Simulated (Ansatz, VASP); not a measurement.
Two plane-wave programs on AlGa3N4

```xyz
8
Lattice="4.4676 0.0000 0.0000 0.0000 4.4676 0.0000 0.0000 0.0000 4.4676" Properties=species:S:1:pos:R:3 pbc="T T T"
Al    0.0000    0.0000    0.0083
Ga    2.0691    2.2338    0.0053
Ga    2.3985    0.0000    2.2362
Ga    0.0000    2.2338    2.2362
N     3.3655    3.3146    1.0268
N     3.3810    1.1374    3.4074
N     1.0866    3.4318    3.3057
N     1.1021    1.0513    1.1285
```

Change from the starting cell: mode 4 frozen in at -0.165 Å and mode 15 at -0.020 Å (largest displacements).

Alike in both runs: task single point; functional PBEsol; k mesh 6 × 6 × 6; occupations gaussian, width 0.05 eV; no spin polarisation.

```csv
,VASP,Ansatz
version,VASP 6.6.1,Ansatz 0.2.0
potentials or method,"VASP PAW PBE potentials, release 64 (Al, Ga_d, N), cutoff 520 eV","scalar-relativistic, plane waves, PAW"
valence electrons in the cell,62,62
```

Ansatz gave:

```
gap on the k mesh at the Fermi level (eV)                     : 2.19
least direct gap on the mesh (eV)                             : 2.19
pressure (GPa)                                                : -0.2
traceless stress, the component that is largest in VASP (GPa) : 1.20
rms of the force components (eV/Å)                            : 0.462
```

Task: What did VASP give for the same quantities?

Result: gap on the k mesh at the Fermi level (eV): 2.20; least direct gap on the mesh (eV): 2.20; pressure (GPa): -0.3; traceless stress, the component that is largest in VASP (GPa): 1.18; rms of the force components (eV/Å): 0.463.

VASP's potentials were made for PBE, not for PBEsol, and Ansatz warns of the same on its side. Atom by atom the forces differ by 0.007 eV/Å (rms over components). With one functional, cell and mesh, what is left measures potentials, basis and numerics.
